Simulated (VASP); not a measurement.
Mg3CdTe4, 8 atoms in the cell. It takes space group P-4m2 (No. 115, tetragonal). Conventional cell: a = 4.490 Å, b = 4.490 Å, c = 12.609 Å, α = 90.00°, β = 90.00°, γ = 90.00°. Within 3.6 Å of Mg (site symmetry 2mm) lie 4 Te at 2.73 Å. Mg (site symmetry -4m2) has 4 Te at 2.73 Å within 3.6 Å. Within 3.7 Å of Cd (site symmetry -4m2) lie 4 Te at 2.78 Å. Within 3.6 Å of Te (site symmetry 2mm) lie 4 Mg at 2.73 Å. Te (site symmetry 2mm) has 2 Mg at 2.73 Å and 2 Cd at 2.78 Å within 3.6 Å.  This cell differs from its parent crystal: volume scaled by 0.91, then relaxed in part.

| Property | Result |
| --- | --- |
| Program | VASP 6.6.1 |
| Task | single point |
| Functional | PBE |
| Potentials or basis | VASP PAW PBE potentials, release 64 (Mg, Cd, Te) |
| Cutoff | 520 eV |
| k mesh | 6 × 6 × 2 |
| Occupations | gaussian, width 0.02 eV |
| Spin | no spin polarisation |
| Dipole correction | no |
| Further INCAR settings | ALGO = Normal; EDIFF = 1e-06; NBANDS = 31 |

Potentials or basis: VASP PAW PBE potentials, release 64 (Mg, Cd, Te).

Command:

```bash
$ cat potpaw_PBE.64/Mg/POTCAR potpaw_PBE.64/Cd/POTCAR potpaw_PBE.64/Te/POTCAR > POTCAR
$ mpirun -np 1 vasp_std > vasp.out
```

Hardware: 1 thread of Intel Xeon 6975P-C (shared host).

Q: Estimate the wall time of this run.

A: It took 3.7 min on 1 thread of Intel Xeon 6975P-C (shared host), peak memory 0.44 GiB. Counts: scf iterations 15, k points 20.
